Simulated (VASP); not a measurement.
Cu:

```xyz
2
Lattice="2.5341 0.0000 0.0000 -1.2670 2.1946 0.0000 0.0000 0.0000 4.1126" Properties=species:S:1:pos:R:3 pbc="T T T"
Cu    1.2670    0.7315    3.0844
Cu    0.0000    1.4631    1.0281
```

This isn't the form of Cu at room conditions, which is fcc.

```yaml
Program: VASP 6.6.1
Task: relaxation of cell and atoms
Functional: RPBE
Potentials_or_basis: VASP PAW PBE potentials, release 64 (Cu_sv_GW)
Cutoff: 820 eV
k_mesh: 12 × 12 × 7
Occupations: fermi-dirac, width 0.05 eV
Spin: no spin polarisation
```

At the start: pressure 10.8 GPa; volume 11.44 Å³/atom.

**Question.** How do energy, volume and symmetry change on relaxing?

**Answer.** Over 3 steps the energy falls by 24.0 meV/atom and the volume is 12.19 Å³/atom (+6.6 %); space group P6_3/mmc (No. 194, to 0.1 Å) before and after.

The path:
| step | energy change (eV) | largest force (eV/Å) | pressure (GPa) | volume (Å³) |
| --- | --- | --- | --- | --- |
| 1 | 0.0000 | 0.0000 | 10.81 | 22.87 |
| 2 | -0.0256 | 0.0000 | -6.13 | 25.52 |
| 3 | -0.0480 | 0.0000 | -0.06 | 24.39 |

Final structure:
```xyz
2
Lattice="2.5880 0.0000 0.0000 -1.2940 2.2413 0.0000 0.0000 0.0000 4.2043" Properties=species:S:1:pos:R:3 pbc="T T T"
Cu    1.2940    0.7471    3.1532
Cu    0.0000    1.4942    1.0511
```

Caveat: the PAW data sets were made with another functional, which shifts forces and pressure a little.
